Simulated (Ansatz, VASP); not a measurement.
**Two plane-wave programs on MgO**

```
Mg O
1.0
     0.00000    2.12692    2.12692
     2.12692    0.00000    2.12692
     2.12692    2.12692    0.00000
Mg O
1 1
Cartesian
  0.0000 0.0000 0.0000
  2.1269 2.1269 2.1269
```

Alike in both runs: task single point; functional PBE; k mesh 10 × 10 × 10; occupations gaussian, width 0.05 eV; no spin polarisation.

```csv
,VASP,Ansatz
version,VASP 6.6.1,Ansatz 0.2.0
potentials or method,"VASP PAW PBE potentials, release 64 (Mg, O), cutoff 520 eV","scalar-relativistic, plane waves, PAW"
valence electrons in the cell,8,16
```

```csv
,VASP,Ansatz,Ansatz less VASP
gap on the k mesh at the Fermi level (eV),4.44,4.46,+0.017
least direct gap on the mesh (eV),4.44,4.46,+0.017
pressure (GPa),-0.8,0.0,+0.75
```

VASP's potentials hold 8 valence electrons a cell and Ansatz's 16, so a difference there can come from the potentials and not from the codes.
